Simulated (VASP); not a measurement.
Input of a VASP 6.6.1 run:

INCAR

```
SYSTEM = PbS
PREC     = Accurate       ! precision mode
ENCUT    = 600            ! plane-wave cutoff, eV
EDIFF    = 1E-8           ! SCF threshold, eV
ISMEAR   = 0              ! smearing method
SIGMA    = 0.05           ! smearing width, eV
LREAL    = .False.        ! projectors in reciprocal space
LASPH    = .True.         ! aspherical terms in the spheres
NELM     = 80             ! most SCF steps
ALGO     = Normal         ! electronic algorithm
ISIF     = 3              ! what is computed and relaxed
LWAVE    = .False.        ! write WAVECAR
LCHARG   = .False.        ! write CHGCAR
GGA      = PS             ! functional
NBANDS   = 17             ! bands
IBRION   = 6              ! ionic algorithm
NFREE    = 2            
POTIM    = 0.015          ! step
NSW      = 1              ! ionic steps
```

KPOINTS

```
Automatic mesh
0
Gamma
  10 10 10
  0 0 0
```

File POSCAR:

```
PbS
1.0
    0.0000000000      2.9515570989      2.9515570989
    2.9515570989      0.0000000000      2.9515570989
    2.9515570989      2.9515570989      0.0000000000
Pb S
1 1
Direct
    0.5000000000      0.5000000000      0.5000000000
    0.0000000000      0.0000000000      0.0000000000
```

Potentials or basis: VASP PAW PBE potentials, release 64 (Pb_d, S).

Run with:

```console
$ cat potpaw_PBE.64/Pb_d/POTCAR potpaw_PBE.64/S/POTCAR > POTCAR
$ mpirun -np 1 vasp_std > vasp.out
```

Task: Predict the elastic constants C11, C12, C44.

Result: 150, 16, 20 GPa.

Task: Predict the Voigt bulk modulus.

Result: 60 GPa.

Task: Predict the highest phonon frequency at Γ, LO-TO splitting left out.

Result: 66 cm⁻¹.

Elastic tensor in Voigt notation (GPa, in the Cartesian axes of the cell as first typed):
```
150  16  16   0   0   0
 16 150  16   0   0   0
 16  16 150   0   0   0
  0   0   0  20   0   0
  0   0   0   0  20   0
  0   0   0   0   0  20
```

Caveat: the PAW data sets were made with another functional, which shifts forces and pressure a little.
